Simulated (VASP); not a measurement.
Set up this calculation in VASP 6.6.1, as the native input.

```
Task                   : single point
Functional             : r2SCAN
Potentials or basis    : VASP PAW PBE potentials, release 64 (Nb_sv)
Cutoff                 : 520 eV
k mesh                 : 13 × 13 × 13
Occupations            : methfessel-paxton, width 0.1 eV
Spin                   : no spin polarisation
Dipole correction      : no
Further INCAR settings : ALGO = Normal; EDIFF = 1e-06; NBANDS = 12
```

The system is Nb.

```
CELL_PARAMETERS angstrom
-1.65113 1.65113 1.65113
1.65113 -1.65113 1.65113
1.65113 1.65113 -1.65113
ATOMIC_POSITIONS crystal
Nb 0.00000 0.00000 0.00000
```

The input as run:

POSCAR

```
Nb
1.0
   -1.6511317439      1.6511317439      1.6511317439
    1.6511317439     -1.6511317439      1.6511317439
    1.6511317439      1.6511317439     -1.6511317439
Nb
1
Direct
    0.0000000000      0.0000000000      0.0000000000
```

INCAR.step1

```
SYSTEM = Nb
PREC = Accurate
ENCUT = 520
ISMEAR = 1
SIGMA = 0.1
LREAL = .FALSE.
LASPH = .TRUE.
NELM = 80
NBANDS = 12
GGA = PE
ALGO = Normal
EDIFF = 1E-4
LWAVE = .TRUE.
LCHARG = .FALSE.
```

INCAR.step2

```
SYSTEM = Nb
PREC = Accurate
ENCUT = 520
EDIFF = 1E-6
ISMEAR = 1
SIGMA = 0.1
LREAL = .FALSE.
LASPH = .TRUE.
NELM = 80
ALGO = Normal
ISIF = 2
LWAVE = .FALSE.
LCHARG = .FALSE.
METAGGA = R2SCAN
LMIXTAU = .TRUE.
NBANDS = 12
ISTART = 1
```

KPOINTS

```
Automatic mesh
0
G
  13 13 13
  0 0 0
```

Potentials or basis: VASP PAW PBE potentials, release 64 (Nb_sv).

Command:

```bash
$ cat potpaw_PBE.64/Nb_sv/POTCAR > POTCAR
$ cp INCAR.step1 INCAR
$ mpirun -np 1 vasp_std > vasp.out
$ cp INCAR.step2 INCAR
$ mpirun -np 1 vasp_std > vasp.out
```

It gave:

```yaml
Pressure: -0.8 GPa
```

Caveat: the PAW data sets were made with another functional, which shifts forces and pressure a little.

It took 2.4 min on 1 thread of AMD EPYC 7R13, on a shared host, peak memory 0.12 GiB.
